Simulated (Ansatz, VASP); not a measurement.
**ZnS in VASP and in Ansatz**

```xyz
8
Lattice="3.9091 0.0433 0.1162 -1.9170 3.2810 0.0358 0.3806 0.3550 12.6804" Properties=species:S:1:pos:R:3 pbc="T T T"
Zn   -0.1294   -0.0374   -0.0472
Zn    0.0206    0.2551    6.3257
Zn    0.1837    2.2688    3.2225
Zn    2.1181    1.2848    9.5866
S     0.1337    0.1722    2.5349
S     0.3847    0.1584    8.5594
S     0.3155    2.3492    5.6537
S     2.3844    1.5287   12.0201
```

Change from the starting cell: all atoms moved at random (sigma 0.1 Å a component), cell strained at random (sigma 0.05).

Alike in both runs: task single point; functional r2SCAN; k mesh 6 × 6 × 2; occupations gaussian, width 0.05 eV; no spin polarisation.

|  | VASP | Ansatz |
| --- | --- | --- |
| version | VASP 6.6.1 | Ansatz 0.2.0 |
| potentials or method | VASP PAW PBE potentials, release 64 (Zn, S), cutoff 520 eV | scalar-relativistic, plane waves, PAW |
| valence electrons in the cell | 72 | 72 |

```tsv
	VASP	Ansatz	Ansatz less VASP
gap on the k mesh at the Fermi level (eV)	1.95	1.95	-0.003
least direct gap on the mesh (eV)	1.95	1.95	-0.003
pressure (GPa)	-1.7	-1.7	-0.05
traceless stress, the component that is largest in VASP (GPa)	3.25	3.23	-0.019
rms of the force components (eV/Å)	0.745	0.741	-0.0038
```

VASP's potentials were made for PBE, not for r2SCAN. Atom by atom the forces differ by 0.009 eV/Å (rms over components). The functional is the same, so the differences come from potentials, cutoffs and numerics.
